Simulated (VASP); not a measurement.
A run of VASP 6.6.1 is set up as follows.

File INCAR:

```
PREC     = Accurate       # precision mode
ENCUT    = 520            # plane-wave cutoff, eV
EDIFF    = 1E-6           # SCF threshold, eV
ISMEAR   = -1             # smearing method
SIGMA    = 0.05           # smearing width, eV
LREAL    = F              # projectors in reciprocal space
LASPH    = T              # aspherical terms in the spheres
NELM     = 60             # most SCF steps
ALGO     = Normal         # electronic algorithm
ISIF     = 2              # what is computed and relaxed
LWAVE    = F              # write WAVECAR
LCHARG   = T              # write CHGCAR
GGA      = PE             # functional
LELF     = T              # ELF
LVHAR    = T            
NBANDS   = 12             # bands
```

The input KPOINTS:

```
regular mesh
0
Gamma
  13 13 7
```

File POSCAR:

```
Sb
1.0
    3.3865791545      0.0000000000      0.0000000000
   -1.6932895772      2.9328635797      0.0000000000
    0.0000000000      0.0000000000      5.1965900899
Sb
2
Direct
    0.3333333333      0.6666666667      0.2500000000
    0.6666666667      0.3333333333      0.7500000000
```

Potentials or basis: VASP PAW PBE potentials, release 64 (Sb).

Command:

```bash
$ cat potpaw_PBE.64/Sb/POTCAR > POTCAR
$ mpirun -np 1 vasp_std > vasp.out
```

Task: Predict the band gap on the k mesh.

Result: Zero (bands 5 and 6 overlap by 6.57 eV).

Task: What does it give for the pressure?

Result: 3.9 GPa.

Stress tensor (GPa, compression positive):
```
3.80 0.00 0.00
0.00 3.80 0.00
0.00 0.00 4.00
```

Caveat: the cell stands under pressure; spin-orbit coupling is left out, which moves the levels of the heavy elements.
